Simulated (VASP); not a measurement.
Write the native input for VASP 6.6.1 that does the following.

```
Task                   : single point
Functional             : LDA
Potentials or basis    : VASP PAW LDA potentials, release 64 (Zn, S)
Cutoff                 : 520 eV
k mesh                 : 8 × 8 × 5
Occupations            : fermi-dirac, width 0.05 eV
Spin                   : no spin polarisation
Dipole correction      : no
Further INCAR settings : ALGO = Normal; EDIFF = 1e-06; NBANDS = 26
```

The structure of ZnS (Wurtzite-2H) lies in POSCAR:

```
ZnS
1.0
    3.8110000000      0.0000000000      0.0000000000
   -1.9055000000      3.3004228138      0.0000000000
    0.0000000000      0.0000000000      6.2340000000
Zn S
2 2
Direct
    0.6666666667      0.3333333333      0.5000000000
    0.3333333333      0.6666666667      0.0000000000
    0.6666666667      0.3333333333      0.8850000000
    0.3333333333      0.6666666667      0.3850000000
```

One way to write it, as run:

INCAR

```
PREC = Accurate
ENCUT = 520
EDIFF = 1E-6
ISMEAR = -1
SIGMA = 0.05
LREAL = F
LASPH = T
NELM = 80
ALGO = Normal
ISIF = 2
LWAVE = F
LCHARG = F
GGA = CA
NBANDS = 26
```

KPOINTS

```
regular mesh
0
Gamma
  8 8 5
```

Potentials or basis: VASP PAW LDA potentials, release 64 (Zn, S).

Launch:

```console
$ cat potpaw_LDA.64/Zn/POTCAR potpaw_LDA.64/S/POTCAR > POTCAR
$ mpirun -np 1 vasp_std > vasp.out
```

Results of the run:

```yaml
Pressure: -3.7 GPa
Largest_force: 0.298 eV/Å
Band_gap_on_the_k_mesh: 2.02 eV, direct
```

Wall time 33 s on 1 thread of Intel(R) Xeon(R) Platinum 8259CL CPU @ 2.50GHz (Skylake/Cascade Lake), on a shared host, peak memory 0.19 GiB.
